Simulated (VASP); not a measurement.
Si3H8C3, 28 atoms in the cell. The cell holds a wire or tube with vacuum around it, 28 atoms: a = 16.100 Å, b = 15.200 Å, c = 5.074 Å, α = 90.00°, β = 90.00°, γ = 90.00°. 

| Property | Result |
| --- | --- |
| Program | VASP 6.6.1 |
| Task | single point |
| Functional | PBE |
| Potentials or basis | VASP PAW PBE potentials, release 64 (Si, C, H) |
| Cutoff | 520 eV |
| k mesh | 1 × 1 × 7 |
| Occupations | gaussian, width 0.05 eV |
| Spin | no spin polarisation |
| Dipole correction | no |
| Further INCAR settings | LREAL = Auto; ALGO = Normal; EDIFF = 1e-06; NBANDS = 52 |

Potentials or basis: VASP PAW PBE potentials, release 64 (Si, C, H).

The run is started by

```console
$ cat potpaw_PBE.64/Si/POTCAR potpaw_PBE.64/C/POTCAR potpaw_PBE.64/H/POTCAR > POTCAR
$ mpirun -np 1 vasp_std > vasp.out
```

Hardware: 1 thread of Intel Xeon 8259CL, on a shared host.

Question: Estimate the wall time of this run.

Answer: It took 21 min on 1 thread of Intel Xeon 8259CL, with other jobs on the host, peak memory 1.1 GiB. Counts: scf iterations 27, k points 4.
